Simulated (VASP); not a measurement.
# BN (P6_3mc) in VASP: further runs

BN is run at these levels: LDA; tasks: single point, relaxation of cell and atoms.

Everything below comes from runs of VASP 6.6.1. Logs are shortened: lines on timing, memory, paths and dates and some standing lists are left out, and cuts for length are marked.

## Step 1: The cell of the first run

It takes space group P6_3mc (No. 186, hexagonal). Conventional cell: a = 2.523 Å, b = 2.523 Å, c = 4.174 Å, α = 90.00°, β = 90.00°, γ = 120.00°. Within 2.1 Å of B (site symmetry 3m) lie 4 N at 1.55 to 1.56 Å. N (site symmetry 3m) has 4 B at 1.55 to 1.56 Å within 2.1 Å.

## Step 2: Single point, LDA

The input, INCAR:

```
PREC = Accurate
ENCUT = 520
EDIFF = 1E-7
ISMEAR = 0
SIGMA = 0.02
LREAL = False
LASPH = True
NELM = 60
ALGO = Normal
ISIF = 2
LWAVE = False
LCHARG = False
NBANDS = 16
```

The input, KPOINTS:

```
Automatic mesh
0
Gamma
  12 12 6
```

The input, POSCAR:

```
BN
1.0
    2.5227876979      0.0000000000      0.0000000000
   -1.2613938489      2.1847982347      0.0000000000
    0.0000000000      0.0000000000      4.1744869158
B N
2 2
Direct
    0.6666666667      0.3333333333      0.9997124671
    0.3333333333      0.6666666667      0.4997124671
    0.6666666667      0.3333333333      0.6252875329
    0.3333333333      0.6666666667      0.1252875329
```

Potentials or basis: VASP PAW LDA potentials, release 64 (B, N).

Run with:

```sh
$ cat potpaw_LDA.64/B/POTCAR potpaw_LDA.64/N/POTCAR > POTCAR
$ mpirun -np 1 vasp_std > vasp.out
```

OUTCAR:

```text
PREC = Accurate
   ENCUT = 520
   EDIFF = 1E-7
   ISMEAR = 0
   LREAL = False
   LASPH = True
   NELM = 60
   ISIF = 2

 ion  position               nearest neighbor table
   1  0.667  0.333  1.000-   4 1.55   4 1.55   4 1.55   3 1.56
   2  0.333  0.667  0.500-   3 1.55   3 1.55   3 1.55   4 1.56
   3  0.667  0.333  0.625-   2 1.55   2 1.55   2 1.55   1 1.56
   4  0.333  0.667  0.125-   1 1.55   1 1.55   1 1.55   2 1.56

  LATTYP: Found a hexagonal cell.
 ALAT       =     2.5227876979
 C/A-ratio  =     1.6547119360

  Lattice vectors:

 A1 = (   2.5227876979,   0.0000000000,   0.0000000000)
 A2 = (  -1.2613938489,   2.1847982347,   0.0000000000)
 A3 = (   0.0000000000,   0.0000000000,   4.1744869158)

Analysis of symmetry for initial positions (statically):
=====================================================================
 Subroutine PRICEL returns:
 Original cell was already a primitive cell.

 Routine SETGRP: Setting up the symmetry group for a
 hexagonal supercell.

 Subroutine GETGRP returns: Found 12 space group operations
 (whereof  6 operations were pure point group operations)
 out of a pool of 24 trial point group operations.

The static configuration has the point symmetry C_3v.
 The point group associated with its full space group is C_6v.

Analysis of symmetry for dynamics (positions and initial velocities):
=====================================================================
 Subroutine PRICEL returns:
 Original cell was already a primitive cell.

 Routine SETGRP: Setting up the symmetry group for a
 hexagonal supercell.

 Subroutine GETGRP returns: Found 12 space group operations
 (whereof  6 operations were pure point group operations)
 out of a pool of 24 trial point group operations.

The dynamic configuration has the point symmetry C_3v.
 The point group associated with its full space group is C_6v.

 Subroutine INISYM returns: Found 12 space group operations
 (whereof  6 operations are pure point group operations),
 and found     1 'primitive' translations

----------------------------------------------------------------------------------------

                                     Primitive cell

  volume of cell :      23.0089

  direct lattice vectors                    reciprocal lattice vectors
     2.522787698  0.000000000  0.000000000     0.396386902  0.228854085  0.000000000
    -1.261393849  2.184798235  0.000000000     0.000000000  0.457708169  0.000000000
[... 93 lines left out ...]
   IBRION =     -1    ionic relax: 0-MD 1-quasi-New 2-CG
   NFREE  =      0    steps in history (QN), initial steepest desc. (CG)
   ISIF   =      2    stress and relaxation
   ISYM   =      2    0-nonsym 1-usesym 2-fastsym
   POTIM  = 0.5000    time-step for ionic-motion
   TEBEG  =    0.0;   TEEND  =   0.0 temperature during run
   PSTRESS=    0.0 pullay stress
   NELECT =      16.0000    total number of electrons
   NUPDOWN=      -1.0000    fix difference up-down
   EMIN   =  10.00;   EMAX   =-10.00  energy-range for DOS
   EFERMI =   0.00;   METHOD = LEGACY
   ISMEAR =     0;   SIGMA  =   0.02  broadening in eV -4-tet -1-fermi 0-gaus
   EFERMI_NEDOS =   21; number of points for ismear=-14 and -15
   IALGO  =     38    algorithm
   IMIX   =      4    mixing-type and parameters
     AMIX     =   0.40;   BMIX     =  1.00
     AMIX_MAG =   1.60;   BMIX_MAG =  1.00
  volume/ion in A,a.u.               =       5.75        38.82
  Fermi-wavevector in a.u.,A,eV,Ry     =   1.450384  2.740829 28.621417  2.103615
  Thomas-Fermi vector in A             =   2.568003
   LORBIT       =      0    0 simple, 1 ext, 2 COOP (PROOUT), +10 PAW based schemes
   GGA     = CA    functional components
   LHFCALC =     F    Hartree Fock is set to
   AEXX    =    0.0000 exact exchange contribution
   IVDW    =     0    specifies the selected vdW correction
   LEPSILON=     F    determine dielectric tensor
   LRPA    =     F    only Hartree local field effects (RPA)
 non-spin polarized calculation
 Gauss-broadening in eV      SIGMA  =   0.02
  energy-cutoff  :      520.00
  volume of cell :       23.01
 maximum number of plane-waves:       640
 NGX is ok and might be reduce to    20
   NGX =  9   NGY =  9   NGZ = 15

 number of electron      16.0000001 magnetization

 Free energy of the ion-electron system (eV)
  ---------------------------------------------------
  ext. energy  EPLUGINS =         0.00000000
  ---------------------------------------------------
  free energy    TOTEN  =       -38.75544599 eV

  energy without entropy =      -38.75544599  energy(sigma->0) =      -38.75544599

 E-fermi :   8.0323     XC(G=0): -13.2241

 val. band max:        7.8908136393   @ k =   0.0000   0.0000   0.0000
 cond. band min:      12.7957830057   @ k =   0.3333   0.3333   0.0000
 fundamental gap:      4.9049693664
 Fermi energy:         8.0323379406

 k-point     1 :       0.0000    0.0000    0.0000
  band No.  band energies     occupation
      1     -12.6679      2.00000
      2      -8.3287      2.00000
      3      -3.3158      2.00000
      4       5.7019      2.00000
      5       5.7019      2.00000
      6       7.5960      2.00000
[... 433 lines left out ...]
      3      -1.1268      2.00000
      4       0.3541      2.00000
      5       1.8493      2.00000
      6       3.4575      2.00000
[... 8 lines left out ...]
     15      24.0656      0.00000
     16      24.4404      0.00000

 [... further k-points ...]

------------------------ aborting loop because EDIFF is reached ----------------------------------------

  FORCE on cell =-STRESS in cart. coord.  units (eV):
  Direction    XX          YY          ZZ          XY          YZ          ZX
  --------------------------------------------------------------------------------------
  -------------------------------------------------------------------------------------
  Total        0.1708558      0.1708558      0.1661973      0.0000000      0.0000000      0.0000000
  in kB       11.8972095     11.8972095     11.5728281      0.0000000      0.0000000      0.0000000
  external PRESSURE =      11.7890823 kB  Pullay stress =       0.0000000 kB

 VOLUME and BASIS-vectors are now :
 -----------------------------------------------------------------------------
  energy-cutoff  :      520.00
  volume of cell :       23.01
      direct lattice vectors                 reciprocal lattice vectors
     2.522787698  0.000000000  0.000000000     0.396386902  0.228854085  0.000000000
    -1.261393849  2.184798235  0.000000000     0.000000000  0.457708169  0.000000000
     0.000000000  0.000000000  4.174486916     0.000000000  0.000000000  0.239550397

 POSITION                                       TOTAL-FORCE (eV/Angst)
 -----------------------------------------------------------------------------------
      1.26139      0.72827      4.17329         0.000000     -0.000000     -0.005011
     -0.00000      1.45653      2.08604        -0.000000      0.000000     -0.005011
      1.26139      0.72827      2.61025        -0.000000      0.000000      0.005011
     -0.00000      1.45653      0.52301         0.000000      0.000000      0.005011
 -----------------------------------------------------------------------------------
    total drift:                               -0.000000     -0.000000      0.000161

  FREE ENERGIE OF THE ION-ELECTRON SYSTEM (eV)
  ---------------------------------------------------
  free  energy   TOTEN  =       -38.7554459885 eV

  energy  without entropy=      -38.7554459885  energy(sigma->0) =      -38.75544599
```

OSZICAR:

```text
N       E                     dE             d eps       ncg     rms          rms(c)
DAV:   1     0.317050668913E+02    0.31705E+02   -0.82836E+03  2432   0.971E+02
DAV:   2    -0.391572590313E+02   -0.70862E+02   -0.66385E+02  3480   0.217E+02
DAV:   3    -0.411268211152E+02   -0.19696E+01   -0.19648E+01  2800   0.325E+01
DAV:   4    -0.411309412052E+02   -0.41201E-02   -0.41199E-02  2888   0.178E+00
DAV:   5    -0.411309516383E+02   -0.10433E-04   -0.10433E-04  2736   0.812E-02    0.942E+00
DAV:   6    -0.390492203140E+02    0.20817E+01   -0.25468E+00  2928   0.141E+01    0.433E+00
DAV:   7    -0.388213488729E+02    0.22787E+00   -0.28589E-01  3136   0.419E+00    0.261E+00
DAV:   8    -0.387570232747E+02    0.64326E-01   -0.81411E-02  2984   0.208E+00    0.261E-01
DAV:   9    -0.387554926928E+02    0.15306E-02   -0.26267E-03  2696   0.504E-01    0.146E-01
DAV:  10    -0.387554471426E+02    0.45550E-04   -0.15867E-04  3096   0.107E-01    0.168E-02
DAV:  11    -0.387554462396E+02    0.90308E-06   -0.14071E-05  2896   0.327E-02    0.119E-02
DAV:  12    -0.387554459943E+02    0.24531E-06   -0.15122E-06  2808   0.108E-02    0.655E-04
DAV:  13    -0.387554459885E+02    0.57648E-08   -0.59391E-08  1328   0.218E-03
   1 F= -.38755446E+02 E0= -.38755446E+02  d E =-.468288E-26
```

Wall time 9.3 s (1 thread of Intel Xeon 6975P-C (Granite Rapids), shared host); peak memory 0.13 GiB.

What came out:

* Free energy: -38.7554 eV
* Pressure: 1.2 GPa
* Largest force: 0.005 eV/Å
* Band gap on the k mesh: 4.91 eV, indirect (least direct gap 8.28 eV)

Forces in eV/Å, atoms in the order of the input:
```
B    0.000  0.000 -0.005
B    0.000  0.000 -0.005
N    0.000  0.000  0.005
N    0.000  0.000  0.005
```

Levels at points of the mesh, in eV from the valence-band top:
```csv
k point,band 4,band 5,band 6,band 7,band 8,band 9,band 10,band 11,band 12,band 13
"(0.00, 0.00, 0.00)",-2.19,-2.19,-0.29,0.00,0.00,8.34,8.34,8.63,9.94,11.24
"(0.50, 0.00, 0.00)",-7.94,-7.06,-5.14,-4.60,-2.18,6.71,7.88,10.60,11.66,13.16
"(0.00, 0.00, 0.50)",-5.82,-1.21,-1.21,-1.21,-1.21,9.70,9.70,9.94,9.94,9.94
"(0.50, 0.00, 0.50)",-10.25,-3.89,-3.89,-3.67,-3.67,6.58,6.58,10.14,10.14,14.38
```

## Step 3: Relaxation of cell and atoms, LDA

The input, INCAR:

```
ALGO     = Normal         # electronic algorithm
EDIFF    = 1E-6           # SCF threshold, eV
EDIFFG   = -0.005         # ionic threshold
ENCUT    = 600            # plane-wave cutoff, eV
GGA      = CA             # functional
IBRION   = 2              # ionic algorithm
ISIF     = 3              # what is computed and relaxed
ISMEAR   = 0              # smearing method
LASPH    = True           # aspherical terms in the spheres
LCHARG   = False          # write CHGCAR
LREAL    = False          # projectors in reciprocal space
LWAVE    = False          # write WAVECAR
NELM     = 60             # most SCF steps
NSW      = 100            # ionic steps
PREC     = Accurate       # precision mode
SIGMA    = 0.02           # smearing width, eV
```

The input, KPOINTS:

```
k-points
0
Gamma
  12 12 6
```

The input, POSCAR:

```
BN
1.0
    2.5218332556      0.0000000000      0.0000000000
   -1.2609166278      2.1839716635      0.0000000000
    0.0000000000      0.0000000000      4.1741658646
B N
2 2
Direct
    0.6666666667      0.3333333333      0.9996937175
    0.3333333333      0.6666666667      0.4996937175
    0.6666666667      0.3333333333      0.6253062825
    0.3333333333      0.6666666667      0.1253062825
```

Potentials or basis: VASP PAW LDA potentials, release 64 (B, N).

Run with:

```sh
$ cat potpaw_LDA.64/B/POTCAR potpaw_LDA.64/N/POTCAR > POTCAR
$ mpirun -np 1 vasp_std > vasp.out
```

Wall time 16 s (1 thread of Intel Xeon 6975P-C (Granite Rapids), shared host); peak memory 0.14 GiB.

It converged, with:

| Property | Result |
| --- | --- |
| Free energy | -38.7605 eV |
| Relaxed volume | 5.77 Å³/atom |
| Relaxed cell | a = 2.525 Å, b = 2.525 Å, c = 4.178 Å, α = 90.00°, β = 90.00°, γ = 120.00° |
| Space group after relaxing (to 0.05 Å) | P6_3mc (No. 186) |
| Energy gained by relaxing | 0.1 meV/atom |
| Ionic steps | 3 |
| Pressure after relaxing | 0.0 GPa |
| Largest force after relaxing | 0.004 eV/Å |
| Band gap on the k mesh | 4.90 eV, indirect (least direct gap 8.27 eV) |

Forces on the atoms (eV/Å):
```
B    0.000  0.000  0.004
B    0.000  0.000  0.004
N    0.000  0.000 -0.004
N    0.000  0.000 -0.004
```

Step by step:
```
step  energy change (eV)  largest force (eV/Å)  pressure (GPa)  volume (Å³)
   1              0.0000                0.0026            1.26        22.99
   2              0.0001                0.0102           -1.37        23.14
   3             -0.0003                0.0037            0.00        23.06
```

Final structure:
```
B N
1.0
     2.52469    0.00000    0.00000
    -1.26234    2.18645    0.00000
     0.00000    0.00000    4.17776
B N
2 2
Direct
  0.66667 0.33333 0.99968
  0.33333 0.66667 0.49968
  0.66667 0.33333 0.62532
  0.33333 0.66667 0.12532
```

Levels at points of the mesh, in eV from the valence-band top:
```
           k point  band 6  band 7  band 8  band 9  band 10  band 11
(0.00, 0.00, 0.00)   -0.30    0.00    0.00    8.33     8.33     8.62
(0.50, 0.00, 0.00)   -5.13   -4.59   -2.17    6.70     7.87    10.59
(0.00, 0.00, 0.50)   -1.21   -1.21   -1.21    9.68     9.68     9.92
(0.50, 0.00, 0.50)   -3.88   -3.67   -3.67    6.57     6.57    10.13
```

## Step 4: Single point, LDA

The input, INCAR:

```
PREC = Accurate
ENCUT = 910
EDIFF = 1E-6
ISMEAR = 0
SIGMA = 0.02
LREAL = False
LASPH = True
NELM = 120
ALGO = Normal
ISIF = 2
LWAVE = False
LCHARG = False
NBANDS = 16
GGA_COMPAT = False
```

The input, KPOINTS:

```
Automatic mesh
0
Gamma
  12 12 6
```

The input, POSCAR:

```
BN
1.0
    2.5227876979      0.0000000000      0.0000000000
   -1.2613938489      2.1847982347      0.0000000000
    0.0000000000      0.0000000000      4.1744869158
B N
2 2
Direct
    0.6666666667      0.3333333333      0.9997124671
    0.3333333333      0.6666666667      0.4997124671
    0.6666666667      0.3333333333      0.6252875329
    0.3333333333      0.6666666667      0.1252875329
```

Potentials or basis: VASP PAW LDA potentials, release 64 (B_h, N_h).

Run with:

```sh
$ cat potpaw_LDA.64/B_h/POTCAR potpaw_LDA.64/N_h/POTCAR > POTCAR
$ mpirun -np 1 vasp_std > vasp.out
```

It took 21 s on 1 thread of Intel Xeon 6975P-C (Granite Rapids), shared host; peak memory 0.18 GiB.

The run converged. Its results:

```yaml
Free_energy: -38.7668 eV
Pressure: 0.6 GPa
Largest_force: 0.005 eV/Å
Band_gap_on_the_k_mesh: 4.91 eV, indirect (least direct gap 8.28 eV)
```

Forces in eV/Å, atoms in the order of the input:
```
B    0.000  0.000 -0.005
B    0.000  0.000 -0.005
N    0.000  0.000  0.005
N    0.000  0.000  0.005
```

Levels at points of the mesh, in eV from the valence-band top:
```
           k point  band 4  band 5  band 6  band 7  band 8  band 9  band 10  band 11  band 12  band 13
(0.00, 0.00, 0.00)   -2.19   -2.19   -0.29    0.00    0.00    8.35     8.35     8.63     9.94    11.24
(0.50, 0.00, 0.00)   -7.94   -7.06   -5.14   -4.60   -2.18    6.72     7.89    10.61    11.66    13.16
(0.00, 0.00, 0.50)   -5.82   -1.21   -1.21   -1.21   -1.21    9.71     9.71     9.94     9.94     9.94
(0.50, 0.00, 0.50)  -10.25   -3.89   -3.89   -3.67   -3.67    6.59     6.59    10.15    10.15    14.38
```

Caveat: the cutoff is under 1.25 times the usual one of these potentials, so pressure, stress and relaxed cells hold a basis-set (Pulay) error. A k mesh can miss the band edges.

## Step 5: The runs side by side

| task | potentials or basis | cell | cutoff (eV) | second run | gap on the mesh (eV) | pressure (GPa) | largest force (eV/Å) |
| --- | --- | --- | --- | --- | --- | --- | --- |
| single point | VASP PAW LDA potentials, release 64 (B, N) | a = 2.523, b = 2.523, c = 4.174 Å, angles 90.0, 90.0, 120.0°, 4 atoms | 520 | - | 4.91 | 1.2 | 0.01 |
| relaxation of cell and atoms | VASP PAW LDA potentials, release 64 (B, N) | relaxed from a = 2.522, b = 2.522, c = 4.174 Å, angles 90.0, 90.0, 120.0°, 4 atoms | 600 | - | 4.90 | 0.0 | - |
| single point | VASP PAW LDA potentials, release 64 (B_h, N_h) | a = 2.523, b = 2.523, c = 4.174 Å, angles 90.0, 90.0, 120.0°, 4 atoms | 910 | hard_potentials | 4.91 | 0.6 | 0.01 |

Alike in all rows: level LDA; no spin polarisation; k mesh 12 × 12 × 6; smearing gaussian 0.02 eV.

Caveats: the cutoff is under 1.25 times the usual one of these potentials, so pressure, stress and relaxed cells hold a basis-set (Pulay) error (some runs).

Total energies depend on the potentials used, so only differences within one code and one set of settings carry meaning.
